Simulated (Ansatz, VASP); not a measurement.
One calculation of H6Os, two programs

```
H Os
1.0
     3.83813    0.00000    0.00000
     0.00000    3.83813    0.00000
     0.00000    0.00000    2.56212
H Os
6 1
Direct
  0.31977 0.31977 0.50000
  0.68023 0.68023 0.50000
  0.68023 0.31977 0.50000
  0.31977 0.68023 0.50000
  0.00000 0.50000 0.00000
  0.50000 0.00000 0.00000
  0.00000 0.00000 0.50000
```

Alike in both runs: functional PBE; k mesh 4 × 4 × 6; occupations gaussian, width 0.1 eV; no spin polarisation.

Ansatz relaxed the structure, and its values are those at the end. VASP's run is a single point on that final structure, the one shown.

|  | VASP | Ansatz |
| --- | --- | --- |
| version | VASP 6.6.1 | Ansatz 0.2.0 |
| potentials or method | VASP PAW PBE potentials, release 64 (H, Os_sv_GW), cutoff 500 eV | scalar-relativistic, plane waves, PAW |
| valence electrons in the cell | 22 | 22 |

```csv
,VASP,Ansatz,Ansatz less VASP
gap on the k mesh at the Fermi level (eV),none,none,-
pressure (GPa),-1.2,0.2,+1.34
```

A gap of «none» marks a metal or a gap that the smearing closes.

The k mesh is coarse, so the values compare programs but aren't converged. Neither program's run includes spin-orbit coupling.
